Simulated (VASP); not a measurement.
# AlGa3N4 (P-43m) in VASP: notebook, part 2 of 2

VASP 6.6.1. The steps go on from the part before.

### 3 Single point, LDA

This run uses another cell than the first one, of 10.21 Å³/atom.

File INCAR:

```
SYSTEM = AlGa3N4
ALGO     = Normal         ! electronic algorithm
EDIFF    = 1E-6           ! SCF threshold, eV
ENCUT    = 520            ! plane-wave cutoff, eV
ISIF     = 2              ! what is computed and relaxed
ISMEAR   = 0              ! smearing method
LASPH    = .TRUE.         ! aspherical terms in the spheres
LCHARG   = .TRUE.         ! write CHGCAR
LELF     = .TRUE.         ! ELF
LREAL    = .FALSE.        ! projectors in reciprocal space
LVHAR    = .TRUE.       
LWAVE    = .FALSE.        ! write WAVECAR
NBANDS   = 41             ! bands
NELM     = 60             ! most SCF steps
PREC     = Accurate       ! precision mode
SIGMA    = 0.05           ! smearing width, eV
```

File KPOINTS:

```
k-points
0
G
  6 6 6
  0 0 0
```

File POSCAR:

```
AlGa3N4
1.0
    4.3382171223      0.0000000000      0.0000000000
    0.0000000000      4.3382171223      0.0000000000
    0.0000000000      0.0000000000      4.3382171223
Al Ga N
1 3 4
Direct
    0.0000000000      0.0000000000      0.0000000000
    0.5000000000      0.5000000000      0.0000000000
    0.5000000000      0.0000000000      0.5000000000
    0.0000000000      0.5000000000      0.5000000000
    0.7548078379      0.7548078379      0.2451921621
    0.7548078379      0.2451921621      0.7548078379
    0.2451921621      0.7548078379      0.7548078379
    0.2451921621      0.2451921621      0.2451921621
```

Potentials or basis: VASP PAW LDA potentials, release 64 (Al, Ga_d, N).

Launch:

```console
$ cat potpaw_LDA.64/Al/POTCAR potpaw_LDA.64/Ga_d/POTCAR potpaw_LDA.64/N/POTCAR > POTCAR
$ mpirun -np 1 vasp_std > vasp.out
```

OUTCAR:

```text
SYSTEM = AlGa3N4
   EDIFF = 1E-6
   ENCUT = 520
   ISIF = 2
   ISMEAR = 0
   LASPH = .TRUE.
   LREAL = .FALSE.
   NELM = 60
   PREC = Accurate

 ion  position               nearest neighbor table
   1  0.000  0.000  0.000-   5 1.84   6 1.84   7 1.84   8 1.84   3 3.07   4 3.07   2 3.07   3 3.07
                             4 3.07   2 3.07   4 3.07   4 3.07   2 3.07   3 3.07   3 3.07   2 3.07
   2  0.500  0.500  0.000-   5 1.89   6 1.89   7 1.89   8 1.89   1 3.07   1 3.07   1 3.07   1 3.07

   3  0.500  0.000  0.500-   5 1.89   6 1.89   7 1.89   8 1.89   1 3.07   1 3.07   1 3.07   1 3.07

   4  0.000  0.500  0.500-   5 1.89   6 1.89   7 1.89   8 1.89   1 3.07   1 3.07   1 3.07   1 3.07

   5  0.755  0.755  0.245-   1 1.84   2 1.89   3 1.89   4 1.89
[... 1089 lines left out ...]
  external PRESSURE =     154.4776117 kB  Pullay stress =       0.0000000 kB

 VOLUME and BASIS-vectors are now :
 -----------------------------------------------------------------------------
  energy-cutoff  :      520.00
  volume of cell :       81.65
      direct lattice vectors                 reciprocal lattice vectors
     4.338217122  0.000000000  0.000000000     0.230509440  0.000000000  0.000000000
     0.000000000  4.338217122  0.000000000     0.000000000  0.230509440  0.000000000
     0.000000000  0.000000000  4.338217122     0.000000000  0.000000000  0.230509440

 POSITION                                       TOTAL-FORCE (eV/Angst)
 -----------------------------------------------------------------------------------
      0.00000      0.00000      0.00000        -0.000000      0.000000      0.000000
      2.16911      2.16911      0.00000        -0.000000     -0.000000      0.000000
      2.16911      0.00000      2.16911        -0.000000     -0.000000     -0.000000
      0.00000      2.16911      2.16911        -0.000000      0.000000     -0.000000
      3.27452      3.27452      1.06370         0.033552      0.033552     -0.033552
      3.27452      1.06370      3.27452         0.033552     -0.033552      0.033552
      1.06370      3.27452      3.27452        -0.033552      0.033552      0.033552
      1.06370      1.06370      1.06370        -0.033552     -0.033552     -0.033552
 -----------------------------------------------------------------------------------
    total drift:                                0.000000      0.000000     -0.000000

  FREE ENERGIE OF THE ION-ELECTRON SYSTEM (eV)
  ---------------------------------------------------
  free  energy   TOTEN  =       -57.9460162174 eV

  energy  without entropy=      -57.9460162174  energy(sigma->0) =      -57.94601622
```

It took 80 s on 1 thread of Intel Xeon 8259CL, shared host; peak memory 0.19 GiB.

Results:

| Item | Value |
| --- | --- |
| Free energy | -57.9460 eV |
| Pressure | 15.4 GPa |
| Largest force | 0.058 eV/Å |
| Band gap on the k mesh | 3.00 eV |

Forces on the atoms (eV/Å):
```
Al   0.000  0.000  0.000
Ga   0.000  0.000  0.000
Ga   0.000  0.000  0.000
Ga   0.000  0.000  0.000
N    0.034  0.034 -0.034
N    0.034 -0.034  0.034
N   -0.034  0.034  0.034
N   -0.034 -0.034 -0.034
```

Levels at points of the mesh, in eV from the valence-band top:
```csv
k point,band 28,band 29,band 30,band 31,band 32,band 33,band 34,band 35
"(0.00, 0.00, 0.00)",-2.73,0.00,0.00,0.00,3.01,3.41,3.41,3.41
"(0.50, 0.00, 0.00)",-1.65,-1.65,-1.31,-1.31,5.23,5.31,6.34,6.34
"(0.50, 0.50, 0.00)",-1.10,-1.03,-1.03,-0.69,7.26,7.52,7.55,7.55
"(0.50, 0.50, 0.50)",-0.84,-0.75,-0.75,-0.75,5.58,5.58,5.58,6.81
```

Caveat: the cell stands under pressure.

### 4 Single point, LDA

This run uses another cell than the first one, of 10.52 Å³/atom.

File INCAR:

```
ALGO     = Normal         # electronic algorithm
EDIFF    = 1E-6           # SCF threshold, eV
ENCUT    = 520            # plane-wave cutoff, eV
GGA      = CA             # functional
ISIF     = 2              # what is computed and relaxed
ISMEAR   = 0              # smearing method
LASPH    = T              # aspherical terms in the spheres
LCHARG   = F              # write CHGCAR
LREAL    = F              # projectors in reciprocal space
LWAVE    = F              # write WAVECAR
NBANDS   = 41             # bands
NELM     = 100            # most SCF steps
PREC     = Accurate       # precision mode
SIGMA    = 0.05           # smearing width, eV
```

File KPOINTS:

```
k-points
0
Gamma
  6 6 6
```

POSCAR: that of step 3 with these lines changed.

```diff
@@ -2,5 +2,5 @@
 1.0
-    4.3382171223      0.0000000000      0.0000000000
-    0.0000000000      4.3382171223      0.0000000000
-    0.0000000000      0.0000000000      4.3382171223
+    4.3824846439      0.0000000000      0.0000000000
+    0.0000000000      4.3824846439      0.0000000000
+    0.0000000000      0.0000000000      4.3824846439
 Al Ga N
```

Launch:

```console
$ cat potpaw_LDA.64/Al/POTCAR potpaw_LDA.64/Ga_d/POTCAR potpaw_LDA.64/N/POTCAR > POTCAR
$ mpirun -np 1 vasp_std > vasp.out
```

Wall time 2.2 min (1 thread of Intel Xeon 8259CL, shared host); peak memory 0.2 GiB.

The run converged. Its results:

| Quantity | Value |
| --- | --- |
| Free energy | -58.1281 eV |
| Pressure | 7.8 GPa |
| Largest force | 0.042 eV/Å |
| Band gap on the k mesh | 2.79 eV |

Forces on the atoms (eV/Å):
```
Al   0.000  0.000  0.000
Ga   0.000  0.000  0.000
Ga   0.000  0.000  0.000
Ga   0.000  0.000  0.000
N    0.025  0.025 -0.025
N    0.025 -0.025  0.025
N   -0.025  0.025  0.025
N   -0.025 -0.025 -0.025
```

Levels at points of the mesh, in eV from the valence-band top:
```tsv
k point	band 29	band 30	band 31	band 32	band 33	band 34
(0.00, 0.00, 0.00)	0.00	0.00	0.00	2.79	3.39	3.39
(0.50, 0.00, 0.00)	-1.60	-1.27	-1.27	5.11	5.19	6.27
(0.50, 0.50, 0.00)	-1.00	-1.00	-0.67	7.07	7.29	7.29
(0.50, 0.50, 0.50)	-0.73	-0.73	-0.73	5.35	5.35	5.35
```

Caveat: the cell stands under pressure.

### 5 Single point, LDA

This run uses another cell than the first one, of 11.17 Å³/atom.

File INCAR:

```
ALGO = Normal
EDIFF = 1E-7
ENCUT = 520
GGA = CA
ISIF = 2
ISMEAR = 0
LASPH = True
LCHARG = False
LREAL = False
LWAVE = False
NBANDS = 41
NELM = 60
PREC = Accurate
SIGMA = 0.05
```

KPOINTS is that of step 4.

POSCAR: that of step 4 with these lines changed.

```diff
@@ -2,5 +2,5 @@
 1.0
-    4.3824846439      0.0000000000      0.0000000000
-    0.0000000000      4.3824846439      0.0000000000
-    0.0000000000      0.0000000000      4.3824846439
+    4.4710196873      0.0000000000      0.0000000000
+    0.0000000000      4.4710196873      0.0000000000
+    0.0000000000      0.0000000000      4.4710196873
 Al Ga N
```

Launch:

```console
$ cat potpaw_LDA.64/Al/POTCAR potpaw_LDA.64/Ga_d/POTCAR potpaw_LDA.64/N/POTCAR > POTCAR
$ mpirun -np 1 vasp_std > vasp.out
```

Wall time 2.4 min (1 thread of Intel Xeon 8259CL, shared host); peak memory 0.2 GiB.

Results (log left out):

```
Free energy            : -58.1677 eV
Pressure               : -4.8 GPa
Largest force          : 0.024 eV/Å
Band gap on the k mesh : 2.36 eV
```

Forces in eV/Å, atoms in the order of the input:
```
Al   0.000  0.000  0.000
Ga   0.000  0.000  0.000
Ga   0.000  0.000  0.000
Ga   0.000  0.000  0.000
N    0.014  0.014 -0.014
N    0.014 -0.014  0.014
N   -0.014  0.014  0.014
N   -0.014 -0.014 -0.014
```

Levels at points of the mesh, in eV from the valence-band top:
```
           k point  band 29  band 30  band 31  band 32  band 33  band 34
(0.00, 0.00, 0.00)     0.00     0.00     0.00     2.36     3.35     3.35
(0.50, 0.00, 0.00)    -1.48    -1.20    -1.20     4.86     4.94     6.14
(0.50, 0.50, 0.00)    -0.94    -0.94    -0.64     6.62     6.77     6.77
(0.50, 0.50, 0.50)    -0.69    -0.69    -0.69     4.89     4.89     4.89
```

Caveat: the cell stands under tension.

### 6 Summary

```tsv
cell	gap on the mesh (eV)	pressure (GPa)	largest force (eV/Å)
a = 4.294 Å, 8 atoms	3.23	24.1	0.08
a = 4.338 Å, 8 atoms	3.00	15.4	0.06
a = 4.382 Å, 8 atoms	2.79	7.8	0.04
a = 4.471 Å, 8 atoms	2.36	-4.8	0.02
```

Alike in all rows: task single point; level LDA; potentials or basis VASP PAW LDA potentials, release 64 (Al, Ga_d, N); no spin polarisation; k mesh 6 × 6 × 6; cutoff (eV) 520; smearing gaussian 0.05 eV.

Caveats: the cell stands under pressure (at least some runs); the cell stands under tension (at least some runs).

Absolute energies hang on the potentials; compare differences alone.
